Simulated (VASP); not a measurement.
# PbS2 (P4_2/mnm) in VASP: single point with r2SCAN

Aim: the single point of PbS2 with r2SCAN.

Everything below comes from runs of VASP 6.6.1. Logs are shortened: lines on timing, memory, paths and dates and some standing lists are left out, and cuts for length are marked.

**1. The cell of the first run**

Symmetry: P4_2/mnm, No. 136, tetragonal system. Conventional cell: a = 6.510 Å, b = 6.510 Å, c = 4.006 Å, α = 90.00°, β = 90.00°, γ = 90.00°. Within 3.5 Å of Pb (site symmetry mmm) lie 6 S at 2.68 to 2.82 Å. S (site symmetry m2m) has 3 Pb at 2.68 to 2.82 Å within 3.5 Å.

**2. Single point, r2SCAN (volume changed by +6%)**

POSCAR

```
PbS2
1.0
    6.5102724966      0.0000000000      0.0000000000
    0.0000000000      6.5102724966      0.0000000000
    0.0000000000      0.0000000000      4.0060988999
Pb S
2 4
Direct
    0.0000000000      0.0000000000      0.0000000000
    0.5000000000      0.5000000000      0.5000000000
    0.3067779322      0.3067779322      0.0000000000
    0.1932220678      0.8067779322      0.5000000000
    0.8067779322      0.1932220678      0.5000000000
    0.6932220678      0.6932220678      0.0000000000
```

INCAR.step1

```
SYSTEM = PbS2
PREC = Accurate ; ENCUT = 520
ISMEAR = -1 ; SIGMA = 0.02
LREAL = .False. ; LASPH = .True.
NELM = 100 ; NBANDS = 35
GGA = PE ; ALGO = Normal
EDIFF = 1E-4 ; LWAVE = .True.
LCHARG = .False.
```

INCAR.step2

```
SYSTEM = PbS2
PREC = Accurate ; ENCUT = 520
EDIFF = 1E-6 ; ISMEAR = -1
SIGMA = 0.02 ; LREAL = .False.
LASPH = .True. ; NELM = 100
ALGO = Normal ; ISIF = 2
LWAVE = .False. ; LCHARG = .True.
METAGGA = R2SCAN ; LMIXTAU = .True.
LELF = .True. ; LVHAR = .True.
NBANDS = 35 ; ISTART = 1
```

KPOINTS

```
regular mesh
0
Gamma
  4 4 6
  0 0 0
```

Potentials or basis: VASP PAW PBE potentials, release 64 (Pb_d, S).

On the command line:

```sh
cat potpaw_PBE.64/Pb_d/POTCAR potpaw_PBE.64/S/POTCAR > POTCAR
cp INCAR.step1 INCAR
mpirun -np 1 vasp_std > vasp.out
cp INCAR.step2 INCAR
mpirun -np 1 vasp_std > vasp.out
```

OUTCAR:

```text
SYSTEM = PbS2
   PREC = Accurate
   ENCUT = 520
   EDIFF = 1E-6
   ISMEAR = -1
   LREAL = .False.
   LASPH = .True.
   NELM = 100
   ISIF = 2
   METAGGA = R2SCAN
   ISTART = 1

 ion  position               nearest neighbor table
   1  0.000  0.000  0.000-   4 2.68   5 2.68   4 2.68   5 2.68   3 2.82   6 2.82
   2  0.500  0.500  0.500-   3 2.68   6 2.68   3 2.68   6 2.68   5 2.82   4 2.82
   3  0.307  0.307  0.000-   2 2.68   2 2.68   1 2.82
   4  0.193  0.807  0.500-   1 2.68   1 2.68   2 2.82
   5  0.807  0.193  0.500-   1 2.68   1 2.68   2 2.82
   6  0.693  0.693  0.000-   2 2.68   2 2.68   1 2.82

  LATTYP: Found a simple tetragonal cell.
 ALAT       =     6.5102724966
 C/A-ratio  =     0.6153504177

  Lattice vectors:

 A1 = (   6.5102724966,   0.0000000000,   0.0000000000)
 A2 = (   0.0000000000,   6.5102724966,   0.0000000000)
 A3 = (   0.0000000000,   0.0000000000,   4.0060988999)

Analysis of symmetry for initial positions (statically):
=====================================================================
 Subroutine PRICEL returns:
 Original cell was already a primitive cell.

 Routine SETGRP: Setting up the symmetry group for a
 simple tetragonal supercell.

 Subroutine GETGRP returns: Found 16 space group operations
 (whereof  8 operations were pure point group operations)
 out of a pool of 16 trial point group operations.

The static configuration has the point symmetry D_2h.
 The point group associated with its full space group is D_4h.

Analysis of symmetry for dynamics (positions and initial velocities):
=====================================================================
 Subroutine PRICEL returns:
 Original cell was already a primitive cell.

 Routine SETGRP: Setting up the symmetry group for a
 simple tetragonal supercell.

 Subroutine GETGRP returns: Found 16 space group operations
 (whereof  8 operations were pure point group operations)
 out of a pool of 16 trial point group operations.

The dynamic configuration has the point symmetry D_2h.
 The point group associated with its full space group is D_4h.

 Subroutine INISYM returns: Found 16 space group operations
 (whereof  8 operations are pure point group operations),
 and found     1 'primitive' translations

----------------------------------------------------------------------------------------

                                     Primitive cell

  volume of cell :     169.7931

  direct lattice vectors                    reciprocal lattice vectors
     6.510272497  0.000000000  0.000000000     0.153603401  0.000000000  0.000000000
     0.000000000  6.510272497  0.000000000     0.000000000  0.153603401  0.000000000
     0.000000000  0.000000000  4.006098900     0.000000000  0.000000000  0.249619399

  length of vectors
     6.510272497  6.510272497  4.006098900     0.153603401  0.153603401  0.249619399

  position of ions in fractional coordinates (direct lattice)
     0.000000000  0.000000000  0.000000000
     0.500000000  0.500000000  0.500000000
     0.306777932  0.306777932  0.000000000
     0.193222068  0.806777932  0.500000000
     0.806777932  0.193222068  0.500000000
     0.693222068  0.693222068  0.000000000

  ion indices of the primitive-cell ions
   primitive index   ion index
                 1           1
                 2           2
                 3           3
                 4           4
                 5           5
                 6           6

----------------------------------------------------------------------------------------

 KPOINTS: regular mesh

Automatic generation of k-mesh.
 Grid dimensions read from file:
 generate k-points for:    4    4    6

 Generating k-lattice:

  Cartesian coordinates                     Fractional coordinates (reciprocal lattice)
     0.038400850  0.000000000  0.000000000     0.250000000  0.000000000  0.000000000
     0.000000000  0.038400850  0.000000000     0.000000000  0.250000000  0.000000000
     0.000000000  0.000000000  0.041603233     0.000000000  0.000000000  0.166666667

  Length of vectors
     0.038400850  0.038400850  0.041603233

  Shift w.r.t. Gamma in fractional coordinates (k-lattice)
     0.000000000  0.000000000  0.000000000

 Subroutine IBZKPT returns following result:
 ===========================================

 Found     24 irreducible k-points:

 Following reciprocal coordinates:
            Coordinates               Weight
  0.000000  0.000000  0.000000      1.000000
  0.250000  0.000000  0.000000      4.000000
  0.500000  0.000000  0.000000      2.000000
  0.250000  0.250000  0.000000      4.000000
  0.500000  0.250000  0.000000      4.000000
  0.500000  0.500000  0.000000      1.000000
[... 16 lines left out ...]
  0.500000  0.250000  0.500000      4.000000
  0.500000  0.500000  0.500000      1.000000
   k-points           NKPTS =     24   k-points in BZ     NKDIM =     24   number of bands    NBANDS=     35
   number of dos      NEDOS =    301   number of ions     NIONS =      6
   total plane-waves  NPLWV =  69120
   dimension x,y,z NGX =    48 NGY =   48 NGZ =   30
   dimension x,y,z NGXF=    96 NGYF=   96 NGZF=   60
   ions per type =               2   4
   NGX,Y,Z   is equivalent  to a cutoff of  12.26, 12.26, 12.45 a.u.
   NGXF,Y,Z  is equivalent  to a cutoff of  24.51, 24.51, 24.90 a.u.
 SYSTEM =  PbS2
   PREC   = accura    normal or accurate (medium, high low for compatibility)
   ISTART =      1    job   : 0-new  1-cont  2-samecut
   ICHARG =      0    charge: 1-file 2-atom 10-const
   ISPIN  =      1    spin polarized calculation?
   LNONCOLLINEAR =      F non collinear calculations
   LSORBIT =      F    spin-orbit coupling
   LASPH  =      T    aspherical Exc in radial PAW
   ENCUT  =  520.0 eV  38.22 Ry    6.18 a.u.  12.10 12.10  7.45*2*pi/ulx,y,z
   NELM   =    100;   NELMIN=  2; NELMDL=  0     # of ELM steps
   EDIFF  = 0.1E-05   stopping-criterion for ELM
   LREAL  =      F    real-space projection
   EDIFFG = 0.1E-04   stopping-criterion for IOM
   NSW    =      0    number of steps for IOM
   IBRION =     -1    ionic relax: 0-MD 1-quasi-New 2-CG
   NFREE  =      0    steps in history (QN), initial steepest desc. (CG)
   ISIF   =      2    stress and relaxation
   ISYM   =      2    0-nonsym 1-usesym 2-fastsym
   POTIM  = 0.5000    time-step for ionic-motion
   TEBEG  =    0.0;   TEEND  =   0.0 temperature during run
   PSTRESS=    0.0 pullay stress
   NELECT =      52.0000    total number of electrons
   NUPDOWN=      -1.0000    fix difference up-down
   EMIN   =  10.00;   EMAX   =-10.00  energy-range for DOS
   EFERMI =   0.00;   METHOD = LEGACY
   ISMEAR =    -1;   SIGMA  =   0.02  broadening in eV -4-tet -1-fermi 0-gaus
   EFERMI_NEDOS =   21; number of points for ismear=-14 and -15
   IALGO  =     38    algorithm
   IMIX   =      4    mixing-type and parameters
     AMIX     =   0.40;   BMIX     =  1.00
     AMIX_MAG =   1.60;   BMIX_MAG =  1.00
  volume/ion in A,a.u.               =      28.30       190.97
  Fermi-wavevector in a.u.,A,eV,Ry     =   1.103492  2.085298 16.567748  1.217695
  Thomas-Fermi vector in A             =   2.239951
   LORBIT       =      0    0 simple, 1 ext, 2 COOP (PROOUT), +10 PAW based schemes
   METAGGA = R2SCAN    functional components
   LHFCALC =     F    Hartree Fock is set to
   AEXX    =    0.0000 exact exchange contribution
   IVDW    =     0    specifies the selected vdW correction
   LEPSILON=     F    determine dielectric tensor
   LRPA    =     F    only Hartree local field effects (RPA)
 non-spin polarized calculation
  energy-cutoff  :      520.00
  volume of cell :      169.79
 maximum number of plane-waves:      4620
   NGX = 25   NGY = 25   NGZ = 15

 number of electron      52.0000023 magnetization

 Free energy of the ion-electron system (eV)
  ---------------------------------------------------
  ext. energy  EPLUGINS =         0.00000000
  ---------------------------------------------------
  free energy    TOTEN  =      -144.10853993 eV

  energy without entropy =     -144.10602649  energy(sigma->0) =     -144.10728321

 E-fermi :   2.5897     XC(G=0):  -9.2798

 val. band max:        2.5231095748   @ k =   0.2500   0.2500   0.1667
 cond. band min:       2.5950684143   @ k =   0.2500   0.2500   0.0000
 fundamental gap:      0.0719588395
 Fermi energy:         2.5896642572

 k-point     1 :       0.0000    0.0000    0.0000
  band No.  band energies     occupation
      1     -14.7148      2.00000
      2     -14.6003      2.00000
      3     -14.5262      2.00000
      4     -14.5262      2.00000
      5     -14.4518      2.00000
      6     -14.4370      2.00000
[... 27 lines left out ...]
     34       9.1184      0.00000
     35      10.1242      0.00000

 k-point     2 :       0.2500    0.0000    0.0000
  band No.  band energies     occupation
      1     -14.6985      2.00000
      2     -14.6172      2.00000
      3     -14.5261      2.00000
      4     -14.5261      2.00000
      5     -14.4504      2.00000
      6     -14.4402      2.00000
[... 27 lines left out ...]
     34       9.4686      0.00000
     35       9.7403      0.00000

 k-point     3 :       0.5000    0.0000    0.0000
  band No.  band energies     occupation
      1     -14.6582      2.00000
      2     -14.6582      2.00000
      3     -14.5259      2.00000
      4     -14.5259      2.00000
      5     -14.4462      2.00000
      6     -14.4462      2.00000
[... 27 lines left out ...]
     34       8.3780      0.00000
     35      10.7014      0.00000
[... 723 lines left out ...]
 k-point    23 :       0.5000    0.2500    0.5000
  band No.  band energies     occupation
      1     -14.7087      2.00000
      2     -14.7087      2.00000
      3     -14.5492      2.00000
      4     -14.5492      2.00000
      5     -14.4487      2.00000
      6     -14.4487      2.00000
[... 27 lines left out ...]
     34      10.1300      0.00000
     35      10.8703      0.00000

 k-point    24 :       0.5000    0.5000    0.5000
  band No.  band energies     occupation
      1     -14.7000      2.00000
      2     -14.7000      2.00000
      3     -14.5592      2.00000
      4     -14.5592      2.00000
      5     -14.4487      2.00000
      6     -14.4487      2.00000
[... 27 lines left out ...]
     34      10.1545      0.00000
     35      10.8296      0.00000

------------------------ aborting loop because EDIFF is reached ----------------------------------------

  FORCE on cell =-STRESS in cart. coord.  units (eV):
  Direction    XX          YY          ZZ          XY          YZ          ZX
  --------------------------------------------------------------------------------------
  -------------------------------------------------------------------------------------
  Total       -2.7083742     -2.7083742     -3.4954902     -0.0000000      0.0000000      0.0000000
  in kB      -25.5563753    -25.5563753    -32.9836463     -0.0000000      0.0000000      0.0000000
  external PRESSURE =     -28.0321323 kB  Pullay stress =       0.0000000 kB

 VOLUME and BASIS-vectors are now :
 -----------------------------------------------------------------------------
  energy-cutoff  :      520.00
  volume of cell :      169.79
      direct lattice vectors                 reciprocal lattice vectors
     6.510272497  0.000000000  0.000000000     0.153603401  0.000000000  0.000000000
     0.000000000  6.510272497  0.000000000     0.000000000  0.153603401  0.000000000
     0.000000000  0.000000000  4.006098900     0.000000000  0.000000000  0.249619399

 POSITION                                       TOTAL-FORCE (eV/Angst)
 -----------------------------------------------------------------------------------
      0.00000      0.00000      0.00000         0.000000      0.000000     -0.000000
      3.25514      3.25514      2.00305         0.000000      0.000000     -0.000000
      1.99721      1.99721      0.00000         0.112845      0.112845      0.000000
      1.25793      5.25234      2.00305        -0.112845      0.112845     -0.000000
      5.25234      1.25793      2.00305         0.112845     -0.112845     -0.000000
      4.51306      4.51306      0.00000        -0.112845     -0.112845     -0.000000
 -----------------------------------------------------------------------------------
    total drift:                               -0.000000     -0.000000     -0.000000

  FREE ENERGIE OF THE ION-ELECTRON SYSTEM (eV)
  ---------------------------------------------------
  free  energy   TOTEN  =      -144.1085399256 eV

  energy  without entropy=     -144.1060264930  energy(sigma->0) =     -144.10728321
```

It used 840 s of CPU time on 1 thread of AMD EPYC 7R13 Processor (Zen 3), with other jobs on the host.

What came out:

* Free energy: -144.1085 eV
* Pressure: -2.8 GPa
* Largest force: 0.160 eV/Å
* Band gap on the k mesh: zero (band 26 reaches 2.61 eV, above the bottom of band 27 at 2.60 eV)

Forces on the atoms (eV/Å):
```
Pb   0.000  0.000  0.000
Pb   0.000  0.000  0.000
S    0.113  0.113  0.000
S   -0.113  0.113  0.000
S    0.113 -0.113  0.000
S   -0.113 -0.113  0.000
```

Stress tensor (GPa, compression positive):
```
-2.56  0.00  0.00
 0.00 -2.56  0.00
 0.00  0.00 -3.30
```

Levels at points of the mesh, in eV from the Fermi level:
```csv
k point,band 22,band 23,band 24,band 25,band 26,band 27,band 28,band 29,band 30,band 31
"(0.00, 0.00, 0.00)",-0.90,-0.67,-0.67,-0.34,-0.34,0.27,1.42,3.71,3.71,4.59
"(0.50, 0.00, 0.00)",-1.45,-0.61,-0.61,-0.40,-0.40,0.41,0.41,4.27,4.27,5.20
"(0.50, 0.50, 0.00)",-1.18,-0.71,-0.71,-0.67,-0.67,0.58,0.58,4.65,4.65,5.67
"(0.00, 0.00, 0.50)",-2.04,-0.95,-0.95,-0.84,-0.84,0.80,0.80,5.56,5.56,6.88
"(0.50, 0.00, 0.50)",-1.31,-0.61,-0.61,-0.50,-0.50,1.22,1.22,3.48,3.48,6.56
"(0.50, 0.50, 0.50)",-1.99,-0.65,-0.65,-0.49,-0.49,0.38,0.38,5.27,5.27,5.90
```

Caveat: the PAW data sets were made with another functional, which shifts forces and pressure a little; spin-orbit coupling is left out, which moves the levels of the heavy elements.
